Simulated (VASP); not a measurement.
C:

```
C
1.0
     2.44162    0.00000    0.00000
    -1.22081    2.11450    0.00000
     0.00000    0.00000    8.42685
C
4
Direct
  0.00000 0.00000 0.00250
  0.00000 0.00000 0.50250
  0.33333 0.66667 0.00250
  0.66667 0.33333 0.50250
```

| Property | Result |
| --- | --- |
| Program | VASP 6.6.1 |
| Task | relaxation of shape and atoms at fixed volume |
| Functional | PBE |
| Potentials or basis | VASP PAW PBE potentials, release 64 (C) |
| Cutoff | 600 eV |
| k mesh | 18 × 18 × 6 |
| Occupations | gaussian, width 0.1 eV |
| Spin | no spin polarisation |

At the start: pressure 7.0 GPa; volume 10.88 Å³/atom.

Problem. How do energy, volume and symmetry change on relaxing?

Solution. Over 3 steps the energy falls by 7.6 meV/atom; space group P6_3/mmc (No. 194, to 0.1 Å) before and after.

Step by step:
```tsv
step	energy change (eV)	largest force (eV/Å)	pressure (GPa)	volume (Å³)
1	0.0000	0.0000	6.99	43.51
2	-0.0298	0.0000	-1.09	43.51
3	-0.0304	0.0000	-0.16	43.51
```

Final structure:
```cif
data_structure
_symmetry_space_group_name_H-M 'P 1'
_symmetry_Int_Tables_number 1
_cell_length_a 2.4673
_cell_length_b 2.4673
_cell_length_c 8.2524
_cell_angle_alpha 90.000
_cell_angle_beta 90.000
_cell_angle_gamma 120.000
_cell_volume 43.51
loop_
_atom_site_label
_atom_site_type_symbol
_atom_site_fract_x
_atom_site_fract_y
_atom_site_fract_z
_atom_site_occupancy
C1 C 0.00000 0.00000 0.00250 1
C2 C 0.00000 0.00000 0.50250 1
C3 C 0.33333 0.66667 0.00250 1
C4 C 0.66667 0.33333 0.50250 1
```

Where two steps share one volume, the run began anew on that cell with a basis built for it.

Caveat: this functional lacks dispersion, which binds layers or chains, so the pressure and a relaxed spacing across them are unreliable.
